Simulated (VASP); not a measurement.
The system is ScAl3As4.

```
CELL_PARAMETERS angstrom
4.04646 0.02137 0.00369
-2.00472 3.45985 -0.05204
0.01235 -0.19386 13.83702
ATOMIC_POSITIONS crystal
Sc 0.99633 0.98305 0.24952
Al 0.01118 0.00364 0.74558
Al 0.31791 0.65976 0.99498
Al 0.32159 0.68141 0.51239
As 0.01194 0.99001 0.04527
As 0.01468 0.00925 0.55993
As 0.33118 0.67323 0.32891
As 0.32853 0.66631 0.80420
```

| Item | Value |
| --- | --- |
| Program | VASP 6.6.1 |
| Task | relaxation of cell and atoms |
| Functional | PBE |
| Potentials or basis | VASP PAW PBE potentials, release 64 (Sc_sv, Al, As) |
| Cutoff | 600 eV |
| k mesh | 6 × 6 × 1 |
| Occupations | gaussian, width 0.1 eV |
| Spin | no spin polarisation |

At the start: pressure 2.2 GPa; volume 24.28 Å³/atom.

**Question.** Where does the relaxation end?

**Answer.** Over 12 steps the energy falls by 60.4 meV/atom and the volume is 24.84 Å³/atom (+2.3 %); space group P1 (No. 1, to 0.1 Å) before, P3m1 (No. 156, to 0.1 Å).

The path:
```tsv
step	energy change (eV)	largest force (eV/Å)	pressure (GPa)	volume (Å³)
1	0.0000	1.8495	2.22	194.27
2	-0.3573	0.6461	-1.47	203.68
3	-0.4046	0.5508	-0.79	201.00
4	-0.4539	0.2913	0.11	198.22
5	-0.4593	0.2837	0.55	196.97
6	-0.4767	0.1285	0.10	198.40
7	-0.4773	0.1359	0.00	198.71
8	-0.4804	0.0672	-0.07	198.93
9	-0.4810	0.0758	-0.12	199.06
10	-0.4822	0.0473	0.06	198.49
11	-0.4823	0.0407	0.12	198.29
12	-0.4828	0.0232	-0.01	198.70
```

Final structure:
```cif
data_structure
_symmetry_space_group_name_H-M 'P 1'
_symmetry_Int_Tables_number 1
_cell_length_a 4.0897
_cell_length_b 4.0906
_cell_length_c 13.7036
_cell_angle_alpha 89.806
_cell_angle_beta 90.103
_cell_angle_gamma 119.917
_cell_volume 198.70
loop_
_atom_site_label
_atom_site_type_symbol
_atom_site_fract_x
_atom_site_fract_y
_atom_site_fract_z
_atom_site_occupancy
Sc1 Sc 0.99656 0.99580 0.24731 1
Al1 Al 0.00239 0.00237 0.74845 1
Al2 Al 0.33353 0.66156 0.98922 1
Al3 Al 0.33426 0.67528 0.50661 1
As1 As 0.99988 0.99407 0.05058 1
As2 As 0.00079 0.00809 0.56549 1
As3 As 0.33023 0.66170 0.32591 1
As4 As 0.33569 0.66779 0.80723 1
```

Caveat: the k points lie up to 0.46 Å⁻¹ apart in the final cell.
